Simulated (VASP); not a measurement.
# InO (P-6m2) in VASP: further runs

The runs below take InO through single point, relaxation of cell and atoms, with PBE.

Program: VASP 6.6.1. These are calculated values, not measurements. Logs are shortened: lines on timing, memory, paths and dates and some standing lists are left out, and cuts for length are marked.

## (1) The cell of the first run

It takes space group P-6m2 (No. 187, hexagonal). The conventional cell has a = 3.308 Å, b = 3.308 Å, c = 3.166 Å, α = 90.00°, β = 90.00°, γ = 120.00°. In (site symmetry -6m2) has 6 O at 2.48 Å and 8 In at 3.17 to 3.31 Å within 3.4 Å. Within 3.4 Å of O (site symmetry -6m2) lie 6 In at 2.48 Å and 8 O at 3.17 to 3.31 Å.

The cell was built from a structure type or drawn by symmetry, and may not be a known phase.

## (2) Single point, PBE

Input file INCAR:

```
SYSTEM = InO
PREC     = Accurate       ! precision mode
ENCUT    = 520            ! plane-wave cutoff, eV
EDIFF    = 1E-6           ! SCF threshold, eV
ISMEAR   = 0              ! smearing method
SIGMA    = 0.1            ! smearing width, eV
LREAL    = .FALSE.        ! projectors in reciprocal space
LASPH    = .TRUE.         ! aspherical terms in the spheres
NELM     = 100            ! most SCF steps
ALGO     = Normal         ! electronic algorithm
ISIF     = 2              ! what is computed and relaxed
LWAVE    = .FALSE.        ! write WAVECAR
LCHARG   = .FALSE.        ! write CHGCAR
GGA      = PE             ! functional
NBANDS   = 16             ! bands
```

Input file KPOINTS:

```
regular mesh
0
G
  18 18 18
  0 0 0
```

Input file POSCAR:

```
InO
1.0
    3.3083044358      0.0000000000      0.0000000000
   -1.6541522179      2.8650756848      0.0000000000
    0.0000000000      0.0000000000      3.1656173724
In O
1 1
Direct
    0.6666666667      0.3333333333      0.5000000000
    0.3333333333      0.6666666667      0.0000000000
```

Potentials or basis: VASP PAW PBE potentials, release 64 (In_d, O).

Started as:

```console
$ cat potpaw_PBE.64/In_d/POTCAR potpaw_PBE.64/O/POTCAR > POTCAR
$ mpirun -np 1 vasp_std > vasp.out
```

OUTCAR:

```text
SYSTEM = InO
   PREC = Accurate
   ENCUT = 520
   EDIFF = 1E-6
   ISMEAR = 0
   LREAL = .FALSE.
   LASPH = .TRUE.
   NELM = 100
   ISIF = 2
   GGA = PE

 ion  position               nearest neighbor table
   1  0.667  0.333  0.500-   2 2.48   2 2.48   2 2.48   2 2.48   2 2.48   2 2.48
   2  0.333  0.667  0.000-   1 2.48   1 2.48   1 2.48   1 2.48   1 2.48   1 2.48

  LATTYP: Found a hexagonal cell.
 ALAT       =     3.3083044358
 C/A-ratio  =     0.9568700323

  Lattice vectors:

 A1 = (   3.3083044358,   0.0000000000,   0.0000000000)
 A2 = (  -1.6541522179,   2.8650756848,   0.0000000000)
 A3 = (   0.0000000000,   0.0000000000,   3.1656173724)

Analysis of symmetry for initial positions (statically):
=====================================================================
 Subroutine PRICEL returns:
 Original cell was already a primitive cell.

 Routine SETGRP: Setting up the symmetry group for a
 hexagonal supercell.

 Subroutine GETGRP returns: Found 12 space group operations
 (whereof 12 operations were pure point group operations)
 out of a pool of 24 trial point group operations.

The static configuration has the point symmetry D_3h.

Analysis of symmetry for dynamics (positions and initial velocities):
=====================================================================
 Subroutine PRICEL returns:
 Original cell was already a primitive cell.

 Routine SETGRP: Setting up the symmetry group for a
 hexagonal supercell.

 Subroutine GETGRP returns: Found 12 space group operations
 (whereof 12 operations were pure point group operations)
 out of a pool of 24 trial point group operations.

The dynamic configuration has the point symmetry D_3h.

 Subroutine INISYM returns: Found 12 space group operations
 (whereof 12 operations are pure point group operations),
 and found     1 'primitive' translations

----------------------------------------------------------------------------------------

                                     Primitive cell

  volume of cell :      30.0054

  direct lattice vectors                    reciprocal lattice vectors
     3.308304436  0.000000000  0.000000000     0.302269643  0.174515460  0.000000000
    -1.654152218  2.865075685  0.000000000     0.000000000  0.349030919  0.000000000
     0.000000000  0.000000000  3.165617372     0.000000000  0.000000000  0.315894147

  length of vectors
     3.308304436  3.308304436  3.165617372     0.349030919  0.349030919  0.315894147

  position of ions in fractional coordinates (direct lattice)
     0.666666667  0.333333333  0.500000000
     0.333333333  0.666666667  0.000000000

  ion indices of the primitive-cell ions
   primitive index   ion index
                 1           1
                 2           2

----------------------------------------------------------------------------------------

 KPOINTS: regular mesh

Automatic generation of k-mesh.
 Grid dimensions read from file:
 generate k-points for:   18   18   18

 Generating k-lattice:

  Cartesian coordinates                     Fractional coordinates (reciprocal lattice)
     0.016792758  0.009695303  0.000000000     0.055555556 -0.000000000  0.000000000
     0.000000000  0.019390607  0.000000000     0.000000000  0.055555556  0.000000000
     0.000000000  0.000000000  0.017549675     0.000000000  0.000000000  0.055555556

  Length of vectors
     0.019390607  0.019390607  0.017549675

  Shift w.r.t. Gamma in fractional coordinates (k-lattice)
     0.000000000  0.000000000  0.000000000

 Subroutine IBZKPT returns following result:
 ===========================================

 Found    370 irreducible k-points:

 Following reciprocal coordinates:
            Coordinates               Weight
  0.000000  0.000000  0.000000      1.000000
  0.055556  0.000000  0.000000      6.000000
  0.111111  0.000000  0.000000      6.000000
  0.166667  0.000000  0.000000      6.000000
  0.222222 -0.000000  0.000000      6.000000
  0.277778 -0.000000  0.000000      6.000000
[... 16 lines left out ...]
  0.333333  0.111111  0.000000     12.000000
  0.388889  0.111111  0.000000     12.000000
 [... further k-points ...]
   k-points           NKPTS =    370   k-points in BZ     NKDIM =    370   number of bands    NBANDS=     16
   number of dos      NEDOS =    301   number of ions     NIONS =      2
   total plane-waves  NPLWV =  18816
   dimension x,y,z NGX =    28 NGY =   28 NGZ =   24
   dimension x,y,z NGXF=    56 NGYF=   56 NGZF=   48
   ions per type =               1   1
   NGX,Y,Z   is equivalent  to a cutoff of  14.07, 14.07, 12.60 a.u.
   NGXF,Y,Z  is equivalent  to a cutoff of  28.14, 28.14, 25.21 a.u.
 SYSTEM =  InO
   PREC   = accura    normal or accurate (medium, high low for compatibility)
   ISTART =      0    job   : 0-new  1-cont  2-samecut
   ICHARG =      2    charge: 1-file 2-atom 10-const
   ISPIN  =      1    spin polarized calculation?
   LNONCOLLINEAR =      F non collinear calculations
   LSORBIT =      F    spin-orbit coupling
   LASPH  =      T    aspherical Exc in radial PAW
   ENCUT  =  520.0 eV  38.22 Ry    6.18 a.u.   6.15  6.15  5.89*2*pi/ulx,y,z
   NELM   =    100;   NELMIN=  2; NELMDL= -5     # of ELM steps
   EDIFF  = 0.1E-05   stopping-criterion for ELM
   LREAL  =      F    real-space projection
   EDIFFG = 0.1E-04   stopping-criterion for IOM
   NSW    =      0    number of steps for IOM
   IBRION =     -1    ionic relax: 0-MD 1-quasi-New 2-CG
   NFREE  =      0    steps in history (QN), initial steepest desc. (CG)
   ISIF   =      2    stress and relaxation
   ISYM   =      2    0-nonsym 1-usesym 2-fastsym
   POTIM  = 0.5000    time-step for ionic-motion
   TEBEG  =    0.0;   TEEND  =   0.0 temperature during run
   PSTRESS=    0.0 pullay stress
   NELECT =      19.0000    total number of electrons
   NUPDOWN=      -1.0000    fix difference up-down
   EMIN   =  10.00;   EMAX   =-10.00  energy-range for DOS
   EFERMI =   0.00;   METHOD = LEGACY
   ISMEAR =     0;   SIGMA  =   0.10  broadening in eV -4-tet -1-fermi 0-gaus
   EFERMI_NEDOS =   21; number of points for ismear=-14 and -15
   IALGO  =     38    algorithm
   IMIX   =      4    mixing-type and parameters
     AMIX     =   0.40;   BMIX     =  1.00
     AMIX_MAG =   1.60;   BMIX_MAG =  1.00
  volume/ion in A,a.u.               =      15.00       101.24
  Fermi-wavevector in a.u.,A,eV,Ry     =   1.405808  2.656592 26.889144  1.976296
  Thomas-Fermi vector in A             =   2.528232
   LORBIT       =      0    0 simple, 1 ext, 2 COOP (PROOUT), +10 PAW based schemes
   GGA     = PE    functional components
   LHFCALC =     F    Hartree Fock is set to
   AEXX    =    0.0000 exact exchange contribution
   IVDW    =     0    specifies the selected vdW correction
   LEPSILON=     F    determine dielectric tensor
   LRPA    =     F    only Hartree local field effects (RPA)
 non-spin polarized calculation
 Gauss-broadening in eV      SIGMA  =   0.10
  energy-cutoff  :      520.00
  volume of cell :       30.01
 maximum number of plane-waves:       828
 NGX is ok and might be reduce to    28
   NGX = 13   NGY = 13   NGZ = 11

 number of electron      19.0000003 magnetization

 Free energy of the ion-electron system (eV)
  ---------------------------------------------------
  ext. energy  EPLUGINS =         0.00000000
  ---------------------------------------------------
  free energy    TOTEN  =        -8.93350784 eV

  energy without entropy =       -8.92813268  energy(sigma->0) =       -8.93082026

 E-fermi :   7.9951     XC(G=0): -11.0785

 val. band max:        7.9852852628   @ k =   0.3333  -0.0000   0.3889
 cond. band min:       8.0079969728   @ k =   0.3333   0.0556   0.1667
 fundamental gap:      0.0227117100
 Fermi energy:         7.9950804111

 k-point     1 :       0.0000    0.0000    0.0000
  band No.  band energies     occupation
      1     -11.0958      2.00000
      2      -7.1100      2.00000
      3      -6.9021      2.00000
      4      -6.9021      2.00000
      5      -6.5590      2.00000
      6      -6.5590      2.00000
[... 8 lines left out ...]
     15      20.1995      0.00000
     16      24.4700      0.00000

 k-point     2 :       0.0556    0.0000    0.0000
  band No.  band energies     occupation
      1     -11.0807      2.00000
      2      -7.1055      2.00000
      3      -6.9002      2.00000
      4      -6.8922      2.00000
      5      -6.5655      2.00000
      6      -6.5601      2.00000
[... 8 lines left out ...]
     15      20.6078      0.00000
     16      24.4794      0.00000

 k-point     3 :       0.1111    0.0000    0.0000
  band No.  band energies     occupation
      1     -11.0374      2.00000
      2      -7.0940      2.00000
      3      -6.8926      2.00000
      4      -6.8635      2.00000
      5      -6.5840      2.00000
      6      -6.5632      2.00000
[... 8 lines left out ...]
     15      21.3109      0.00000
     16      24.5552      0.00000

 k-point     4 :       0.1667    0.0000    0.0000
  band No.  band energies     occupation
      1     -10.9708      2.00000
      2      -7.0801      2.00000
      3      -6.8753      2.00000
      4      -6.8191      2.00000
      5      -6.6120      2.00000
      6      -6.5680      2.00000
[... 8 lines left out ...]
     15      21.7050      0.00000
     16      24.7084      0.00000

 k-point     5 :       0.2222   -0.0000    0.0000
  band No.  band energies     occupation
      1     -10.8885      2.00000
      2      -7.0680      2.00000
      3      -6.8458      2.00000
      4      -6.7639      2.00000
      5      -6.6458      2.00000
      6      -6.5739      2.00000
[... 8 lines left out ...]
     15      21.8251      0.00000
     16      25.0021      0.00000

 k-point     6 :       0.2778   -0.0000    0.0000
  band No.  band energies     occupation
      1     -10.8004      2.00000
      2      -7.0585      2.00000
      3      -6.8064      2.00000
      4      -6.7042      2.00000
      5      -6.6813      2.00000
      6      -6.5802      2.00000
[... 8 lines left out ...]
     15      21.9757      0.00000
     16      25.4489      0.00000

 k-point     7 :       0.3333   -0.0000    0.0000
  band No.  band energies     occupation
      1     -10.7173      2.00000
      2      -7.0503      2.00000
      3      -6.7641      2.00000
      4      -6.7141      2.00000
      5      -6.6472      2.00000
      6      -6.5860      2.00000
[... 8 lines left out ...]
     15      22.2861      0.00000
     16      25.7362      0.00000

 k-point     8 :       0.3889   -0.0000    0.0000
  band No.  band energies     occupation
      1     -10.6495      2.00000
      2      -7.0426      2.00000
      3      -6.7405      2.00000
      4      -6.7267      2.00000
      5      -6.6000      2.00000
      6      -6.5908      2.00000
[... 8 lines left out ...]
     15      22.7244      0.00000
     16      25.1184      0.00000

 k-point     9 :       0.4444   -0.0000    0.0000
  band No.  band energies     occupation
      1     -10.6051      2.00000
      2      -7.0367      2.00000
      3      -6.7575      2.00000
      4      -6.7011      2.00000
      5      -6.5939      2.00000
      6      -6.5689      2.00000
[... 8 lines left out ...]
     15      23.1547      0.00000
     16      24.7237      0.00000
[... 172 lines left out ...]
 k-point    19 :       0.1111    0.1111    0.0000
  band No.  band energies     occupation
      1     -10.9339      2.00000
      2      -7.0700      2.00000
      3      -6.8758      2.00000
      4      -6.7857      2.00000
      5      -6.6253      2.00000
      6      -6.5727      2.00000
[... 8 lines left out ...]
     15      22.0618      0.00000
     16      24.0312      0.00000

 k-point    20 :       0.1667    0.1111    0.0000
  band No.  band energies     occupation
      1     -10.8564      2.00000
      2      -7.0550      2.00000
      3      -6.8557      2.00000
      4      -6.7279      2.00000
      5      -6.6547      2.00000
      6      -6.5805      2.00000
[... 8 lines left out ...]
     15      22.2669      0.00000
     16      24.0845      0.00000

 k-point    21 :       0.2222    0.1111    0.0000
  band No.  band energies     occupation
      1     -10.7738      2.00000
      2      -7.0422      2.00000
      3      -6.8246      2.00000
      4      -6.6854      2.00000
      5      -6.6680      2.00000
      6      -6.5888      2.00000
[... 8 lines left out ...]
     15      22.3259      0.00000
     16      24.5004      0.00000

 k-point    22 :       0.2778    0.1111    0.0000
  band No.  band energies     occupation
      1     -10.6958      2.00000
      2      -7.0318      2.00000
      3      -6.7869      2.00000
      4      -6.7138      2.00000
      5      -6.6133      2.00000
      6      -6.5968      2.00000
[... 8 lines left out ...]
     15      22.4613      0.00000
     16      25.0929      0.00000

 k-point    23 :       0.3333    0.1111    0.0000
  band No.  band energies     occupation
      1     -10.6323      2.00000
      2      -7.0236      2.00000
      3      -6.7508      2.00000
      4      -6.7366      2.00000
      5      -6.6033      2.00000
      6      -6.5698      2.00000
[... 8 lines left out ...]
     15      22.7648      0.00000
     16      24.4716      0.00000

 k-point    24 :       0.3889    0.1111    0.0000
  band No.  band energies     occupation
      1     -10.5909      2.00000
      2      -7.0179      2.00000
      3      -6.7513      2.00000
      4      -6.7248      2.00000
      5      -6.6075      2.00000
      6      -6.5420      2.00000
[... 8 lines left out ...]
     15      23.1321      0.00000
     16      24.0708      0.00000

 [... further k-points ...]
[... 5 lines left out ...]
  --------------------------------------------------------------------------------------
  -------------------------------------------------------------------------------------
  Total        0.0044379      0.0044379      0.0198228      0.0000000      0.0000000      0.0000000
  in kB        0.2369696      0.2369696      1.0584612      0.0000000      0.0000000      0.0000000
  external PRESSURE =       0.5108002 kB  Pullay stress =       0.0000000 kB

 VOLUME and BASIS-vectors are now :
 -----------------------------------------------------------------------------
  energy-cutoff  :      520.00
  volume of cell :       30.01
      direct lattice vectors                 reciprocal lattice vectors
     3.308304436  0.000000000  0.000000000     0.302269643  0.174515460  0.000000000
    -1.654152218  2.865075685  0.000000000     0.000000000  0.349030919  0.000000000
     0.000000000  0.000000000  3.165617372     0.000000000  0.000000000  0.315894147

 POSITION                                       TOTAL-FORCE (eV/Angst)
 -----------------------------------------------------------------------------------
      1.65415      0.95503      1.58281         0.000000     -0.000000      0.000000
     -0.00000      1.91005      0.00000         0.000000      0.000000      0.000000
 -----------------------------------------------------------------------------------
    total drift:                                0.000000     -0.000000      0.000000

  FREE ENERGIE OF THE ION-ELECTRON SYSTEM (eV)
  ---------------------------------------------------
  free  energy   TOTEN  =        -8.9335078371 eV

  energy  without entropy=       -8.9281326756  energy(sigma->0) =       -8.93082026
```

Wall time 2.9 min (1 thread of Intel Xeon 8259CL, shared host); peak memory 0.29 GiB.

What came out:

```yaml
Free_energy: -8.9335 eV
Pressure: 0.1 GPa
Band_gap_on_the_k_mesh: zero (an odd number of electrons rules out a gap without spin polarisation)
```

Levels at points of the mesh, in eV from the Fermi level:
```csv
k point,band 7,band 8,band 9,band 10,band 11,band 12,band 13,band 14
"(0.00, 0.00, 0.00)",-5.23,-3.84,-3.07,-3.07,8.81,8.81,9.26,10.20
"(0.50, 0.00, 0.00)",-7.32,-3.93,-3.02,-0.34,2.21,8.54,8.98,9.80
"(0.00, 0.00, 0.50)",-8.33,-2.84,-2.84,1.19,1.29,11.18,11.18,14.38
"(0.50, 0.00, 0.50)",-5.84,-5.40,-2.98,-1.43,4.07,4.86,6.86,8.84
```

Caveat: spin-orbit coupling is left out, which moves the levels of the heavy elements; an odd number of electrons without spin polarisation forces a metal; a magnetic or distorted state may lie lower.

## (3) Relaxation of cell and atoms, PBE

Input file INCAR:

```
SYSTEM = InO
PREC = Accurate
ENCUT = 600
EDIFF = 1E-7
ISMEAR = 0
SIGMA = 0.1
LREAL = .False.
LASPH = .True.
NELM = 80
ALGO = Normal
ISIF = 3
LWAVE = .False.
LCHARG = .False.
GGA = PE
IBRION = 2
NSW = 100
EDIFFG = -0.01
```

Input file KPOINTS:

```
Automatic mesh
0
Gamma
  18 18 18
  0 0 0
```

Input file POSCAR:

```
InO
1.0
    3.3156062324      0.0000000000      0.0000000000
   -1.6578031162      2.8713992262      0.0000000000
    0.0000000000      0.0000000000      3.1460482554
In O
1 1
Direct
    0.6666666667      0.3333333333      0.5000000000
    0.3333333333      0.6666666667      0.0000000000
```

Potentials or basis: VASP PAW PBE potentials, release 64 (In_d, O).

Started as:

```console
$ cat potpaw_PBE.64/In_d/POTCAR potpaw_PBE.64/O/POTCAR > POTCAR
$ mpirun -np 1 vasp_std > vasp.out
```

Wall time 9.4 min (1 thread of Intel Xeon 8259CL, shared host); peak memory 0.33 GiB.

It converged, with:

```
Free energy                           : -8.9348 eV
Relaxed volume                        : 15.01 Å³/atom
Relaxed cell                          : a = 3.309 Å, b = 3.309 Å, c = 3.166 Å, α = 90.00°, β = 90.00°, γ = 120.00°
Space group after relaxing (to 0.1 Å) : P-6m2 (No. 187)
Energy gained by relaxing             : 0.4 meV/atom
Ionic steps                           : 4
Pressure after relaxing               : 0.0 GPa
Band gap on the k mesh                : zero (an odd number of electrons rules out a gap without spin polarisation)
```

The path:
```
step  energy change (eV)  largest force (eV/Å)  pressure (GPa)  volume (Å³)
   1              0.0000                0.0000            0.40        29.95
   2             -0.0007                0.0000           -0.30        30.11
   3             -0.0007                0.0000           -0.26        30.10
   4             -0.0009                0.0000           -0.05        30.02
```

Final structure:
```yaml
crystal:
  lattice:
    - [3.30879, 0.00000, 0.00000]
    - [-1.65440, 2.86550, 0.00000]
    - [0.00000, 0.00000, 3.16625]
  atoms:
    - { symbol: In, position: [0.66667, 0.33333, 0.50000] }
    - { symbol: O, position: [0.33333, 0.66667, 0.00000] }
```

Levels at points of the mesh, in eV from the Fermi level:
| k point | band 8 | band 9 | band 10 | band 11 | band 12 | band 13 |
| --- | --- | --- | --- | --- | --- | --- |
| (0.00, 0.00, 0.00) | -3.84 | -3.07 | -3.07 | 8.81 | 8.81 | 9.26 |
| (0.50, 0.00, 0.00) | -3.93 | -3.02 | -0.34 | 2.21 | 8.53 | 8.98 |
| (0.00, 0.00, 0.50) | -2.84 | -2.84 | 1.18 | 1.29 | 11.18 | 11.18 |
| (0.50, 0.00, 0.50) | -5.39 | -2.98 | -1.43 | 4.07 | 4.86 | 6.86 |

Caveat: spin-orbit coupling is left out, which moves the levels of the heavy elements; an odd number of electrons without spin polarisation forces a metal; a magnetic or distorted state may lie lower.
